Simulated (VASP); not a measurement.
A run of VASP 6.6.1:

INCAR

```
PREC     = Accurate       # precision mode
ENCUT    = 520            # plane-wave cutoff, eV
EDIFF    = 1E-6           # SCF threshold, eV
ISMEAR   = 0              # smearing method
SIGMA    = 0.1            # smearing width, eV
LREAL    = F              # projectors in reciprocal space
LASPH    = T              # aspherical terms in the spheres
NELM     = 80             # most SCF steps
ALGO     = Normal         # electronic algorithm
ISIF     = 2              # what is computed and relaxed
LWAVE    = F              # write WAVECAR
LCHARG   = F              # write CHGCAR
LDIPOL   = T            
IDIPOL   = 3            
DIPOL    = 0.5 0.5 0.484
GGA      = PS             # functional
IBRION   = 2              # ionic algorithm
NSW      = 90             # ionic steps
EDIFFG   = -0.03          # ionic threshold
KPAR     = 2
```

Contents of KPOINTS:

```
regular mesh
0
Gamma
  12 12 1
```

File POSCAR:

```
Ti4N5O
1.0
    2.9726300472      0.0000000000      0.0000000000
   -1.4863150236      2.5743731369      0.0000000000
    0.0000000000      0.0000000000     28.7085690796
N Ti O
5 4 1
Selective dynamics
Direct
    0.3333333333      0.6666666667      0.2960788459  F F F
    0.0000000000      0.0000000000      0.3806230202  F F F
    0.6666666667      0.3333333333      0.4652724049  T T T
    0.3333333333      0.6666666667      0.5473738775  T T T
    0.0000000000      0.0000000000      0.6269572429  T T T
    0.6666666667      0.3333333333      0.3383509331  F F F
    0.3333333333      0.6666666667      0.4228951075  F F F
    0.0000000000      0.0000000000      0.5080888449  T T T
    0.6666666667      0.3333333333      0.5997961625  T T T
    0.3333333333      0.6666666667      0.6513402066  T T T
```

Potentials or basis: VASP PAW PBE potentials, release 64 (N, Ti_sv, O).

Run with:

```sh
$ cat potpaw_PBE.64/N/POTCAR potpaw_PBE.64/Ti_sv/POTCAR potpaw_PBE.64/O/POTCAR > POTCAR
$ mpirun -np 2 vasp_std > vasp.out
```

Hardware: 2 MPI ranks on Intel(R) Xeon(R) Platinum 8259CL CPU @ 2.50GHz (Skylake/Cascade Lake), with other jobs on the host.

Estimate the wall time of this run.

It took 16 min on 2 MPI ranks on Intel(R) Xeon(R) Platinum 8259CL CPU @ 2.50GHz (Skylake/Cascade Lake) (shared host), peak memory 0.45 GiB a rank. Counts: scf iterations 106, k points 19, ion steps 8.
